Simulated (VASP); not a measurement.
Set up this calculation in VASP 6.6.1, as the native input.

```
Task                   : single point
Functional             : PBE
Potentials or basis    : VASP PAW PBE potentials, release 64 (Mg, O)
Cutoff                 : 520 eV
k mesh                 : 11 × 11 × 11
Occupations            : fermi-dirac, width 0.01 eV
Spin                   : no spin polarisation
Dipole correction      : no
Further INCAR settings : ALGO = Normal; EDIFF = 1e-06; NBANDS = 11
```

The structure of MgO lies in POSCAR:

```
MgO
1.0
    0.0000000000      2.1351500000      2.1351500000
    2.1351500000      0.0000000000      2.1351500000
    2.1351500000      2.1351500000      0.0000000000
Mg O
1 1
Direct
    0.0000000000      0.0000000000      0.0000000000
    0.5000000000      0.5000000000      0.5000000000
```

One way to write it, as run:

INCAR

```
SYSTEM = MgO
PREC     = Accurate       ! precision mode
ENCUT    = 520            ! plane-wave cutoff, eV
EDIFF    = 1E-6           ! SCF threshold, eV
ISMEAR   = -1             ! smearing method
SIGMA    = 0.01           ! smearing width, eV
LREAL    = .FALSE.        ! projectors in reciprocal space
LASPH    = .TRUE.         ! aspherical terms in the spheres
NELM     = 100            ! most SCF steps
ALGO     = Normal         ! electronic algorithm
ISIF     = 2              ! what is computed and relaxed
LWAVE    = .FALSE.        ! write WAVECAR
LCHARG   = .TRUE.         ! write CHGCAR
GGA      = PE             ! functional
LELF     = .TRUE.         ! ELF
LVHAR    = .TRUE.       
NBANDS   = 11             ! bands
```

KPOINTS

```
regular mesh
0
G
  11 11 11
  0 0 0
```

Potentials or basis: VASP PAW PBE potentials, release 64 (Mg, O).

Command:

```sh
$ cat potpaw_PBE.64/Mg/POTCAR potpaw_PBE.64/O/POTCAR > POTCAR
$ mpirun -np 1 vasp_std > vasp.out
```

Results of the run:

| Property | Result |
| --- | --- |
| Pressure | -2.4 GPa |
| Band gap on the k mesh | 4.34 eV, direct |

Wall time 12 s on 1 thread of AMD EPYC 7R43 64-Core Processor (Zen 3), on a shared host, peak memory 0.11 GiB.
